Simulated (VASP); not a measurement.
Write the native input for VASP 6.6.1 that does the following.

| Property | Result |
| --- | --- |
| Task | single point |
| Functional | PBE |
| Potentials or basis | VASP PAW PBE potentials, release 64 (Se) |
| Cutoff | 500 eV |
| k mesh | 5 × 5 × 4 |
| Occupations | gaussian, width 0.01 eV |
| Spin | no spin polarisation |
| Dipole correction | no |
| Further INCAR settings | ALGO = Normal; EDIFF = 1e-06; NBANDS = 16 |

The structure of Se lies in POSCAR:

```
Se
1.0
    4.4236565890      0.0000000000      0.0000000000
   -2.2118282945      3.8309988641      0.0000000000
    0.0000000000      0.0000000000      5.0187864228
Se
3
Direct
    0.2254000000      0.0000000000      0.3333333333
    0.0000000000      0.2254000000      0.6666666667
    0.7746000000      0.7746000000      0.0000000000
```

The input as run:

INCAR

```
ALGO     = Normal         # electronic algorithm
EDIFF    = 1E-6           # SCF threshold, eV
ENCUT    = 500            # plane-wave cutoff, eV
GGA      = PE             # functional
GGA_COMPAT= F            
ISIF     = 2              # what is computed and relaxed
ISMEAR   = 0              # smearing method
LASPH    = T              # aspherical terms in the spheres
LCHARG   = F              # write CHGCAR
LREAL    = F              # projectors in reciprocal space
LWAVE    = F              # write WAVECAR
NBANDS   = 16             # bands
NELM     = 120            # most SCF steps
PREC     = Accurate       # precision mode
SIGMA    = 0.01           # smearing width, eV
```

KPOINTS

```
k-points
0
Gamma
  5 5 4
```

Potentials or basis: VASP PAW PBE potentials, release 64 (Se).

The run is started by

```bash
$ cat potpaw_PBE.64/Se/POTCAR > POTCAR
$ mpirun -np 1 vasp_std > vasp.out
```

Results of the run:

The pressure is 0.7 GPa, the largest force is 0.041 eV/Å and the band gap on the k mesh is 1.27 eV (least direct gap 1.30 eV).

Caveat: an odd mesh through Γ misses points on the zone boundary, where band edges can lie.

Run time: 30 s on 1 thread of Intel Xeon 8259CL (shared host), peak memory 0.19 GiB.
